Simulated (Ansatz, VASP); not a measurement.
# ZnCd3Se2S2 in VASP and in Ansatz

INCAR

```
ALGO     = Normal         # electronic algorithm
EDIFF    = 1E-7           # SCF threshold, eV
ENCUT    = 520            # plane-wave cutoff, eV
GGA      = PE             # functional
ISIF     = 2              # what is computed and relaxed
ISMEAR   = 0              # smearing method
LASPH    = True           # aspherical terms in the spheres
LCHARG   = False          # write CHGCAR
LREAL    = False          # projectors in reciprocal space
LWAVE    = False          # write WAVECAR
NBANDS   = 46             # bands
NELM     = 60             # most SCF steps
PREC     = Accurate       # precision mode
SIGMA    = 0.1            # smearing width, eV
```

File KPOINTS:

```
k-points
0
Gamma
  4 4 4
```

POSCAR

```
ZnCd3Se2S2
1.0
    4.1882904196      4.2165333143      0.0000000000
    4.1882904196     -4.2165333143      0.0000000000
   -4.1882904196      0.0000000000     -5.9300061061
Zn Cd Se S
1 3 2 2
Direct
    0.0079205747      0.0079205747      0.0158411493
    0.7435747250      0.2435747250      0.4871494500
    0.2435747250      0.7435747250      0.4871494500
    0.5036965196      0.5036965196      0.0073930392
    0.6460420839      0.1167883465      0.7628304304
    0.1167883465      0.6460420839      0.7628304304
    0.3553530092      0.3553530092      0.2384030253
    0.8830500162      0.8830500162      0.2384030253
```

Input for Ansatz:

```yaml
crystal:
  lattice:
    - [4.1882904196, 4.2165333143, 0.0]
    - [4.1882904196, -4.2165333143, 0.0]
    - [-4.1882904196, 0.0, -5.9300061061]
  atoms:
    - { symbol: Zn, position: [0.0079205747, 0.0079205747, 0.0158411493] }
    - { symbol: Cd, position: [0.743574725, 0.243574725, 0.48714945] }
    - { symbol: Cd, position: [0.243574725, 0.743574725, 0.48714945] }
    - { symbol: Cd, position: [0.5036965196, 0.5036965196, 0.0073930392] }
    - { symbol: Se, position: [0.6460420839, 0.1167883465, 0.7628304304] }
    - { symbol: Se, position: [0.1167883465, 0.6460420839, 0.7628304304] }
    - { symbol: S, position: [0.3553530092, 0.3553530092, 0.2384030253] }
    - { symbol: S, position: [0.8830500162, 0.8830500162, 0.2384030253] }
basis:
  ecutwfc: 420
kpoints:
  mp_grid: { grid: [4, 4, 4] }
hamiltonian:
  xc: pbe
scf:
  occupations: { method: gaussian, width: 0.1 }
  lower_state_search: "off"
output:
  forces: true
  stress: true
  eigenvalues: true
```

Alike in both runs: task single point; functional PBE; k mesh 4 × 4 × 4; occupations gaussian, width 0.1 eV; no spin polarisation.

|  | VASP | Ansatz |
| --- | --- | --- |
| version | VASP 6.6.1 | Ansatz 0.2.0 |
| potentials or method | VASP PAW PBE potentials, release 64 (Zn, Cd, Se, S), cutoff 520 eV | scalar-relativistic, plane waves, PAW |
| valence electrons in the cell | 72 | 116 |

|  | VASP | Ansatz | Ansatz less VASP |
| --- | --- | --- | --- |
| gap on the k mesh at the Fermi level (eV) | 0.81 | 0.81 | 0.000 |
| least direct gap on the mesh (eV) | 0.81 | 0.81 | 0.000 |
| pressure (GPa) | 0.2 | 0.0 | -0.26 |
| rms of the force components (eV/Å) | 0.006 | 0.001 | -0.0050 |

Atom by atom the forces differ by 0.006 eV/Å (rms over components). VASP's potentials hold 72 valence electrons a cell and Ansatz's 116, so a difference there can come from the potentials and not from the codes.
